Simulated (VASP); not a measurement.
Wanted: the native input for a VASP 6.6.1 run.

```
Task                   : relaxation of cell and atoms
Functional             : PBE
Potentials or basis    : VASP PAW PBE potentials, release 64 (Hg)
Cutoff                 : 600 eV
k mesh                 : 18 × 18 × 18
Occupations            : gaussian, width 0.1 eV
Spin                   : no spin polarisation
Target pressure        : 30 GPa
Dipole correction      : no
Further INCAR settings : ALGO = Normal; EDIFF = 1e-06; IBRION = 2; EDIFFG = -0.008; NSW = 70; ISIF = 3
```

The structure of Hg lies in POSCAR:

```
Hg
1.0
   -1.6860109871      1.6860109871      1.6797337175
    1.6860109871     -1.6860109871      1.6797337175
    1.6860109871      1.6860109871     -1.6797337175
Hg
1
Direct
    0.0000000000      0.0000000000      0.0000000000
```

One way to write it, as run:

INCAR

```
SYSTEM = Hg
PREC = Accurate ; ENCUT = 600
EDIFF = 1E-6 ; ISMEAR = 0
SIGMA = 0.1 ; LREAL = .False.
LASPH = .True. ; NELM = 80
ALGO = Normal ; ISIF = 3
LWAVE = .False. ; LCHARG = .False.
GGA = PE ; IBRION = 2
NSW = 70 ; EDIFFG = -0.008
PSTRESS = 300.0
```

KPOINTS

```
regular mesh
0
Gamma
  18 18 18
  0 0 0
```

Potentials or basis: VASP PAW PBE potentials, release 64 (Hg).

The run is started by

```console
$ cat potpaw_PBE.64/Hg/POTCAR > POTCAR
$ mpirun -np 1 vasp_std > vasp.out
```

Results of the run:

The relaxed volume is 18.70 Å³/atom and the relaxed cell is a = 2.896 Å, b = 2.896 Å, c = 2.896 Å, α = 109.37°, β = 109.37°, γ = 109.68°. The space group after relaxing (to 0.1 Å) is Im-3m (No. 229) and the energy change on relaxing (the run minimises the enthalpy) is +70.2 meV/atom. The ionic steps are 4 and the pressure after relaxing is 30.0 GPa. The band gap on the k mesh is zero (bands 6 and 7 overlap by 4.44 eV).

Caveat: the cell is relaxed towards a set pressure, so the run minimises the enthalpy, not the energy; spin-orbit coupling is left out, which moves the levels of the heavy elements.

Wall time 58 s on 1 thread of Intel(R) Xeon(R) 6975P-C (Granite Rapids), with other jobs on the host, peak memory 0.25 GiB.
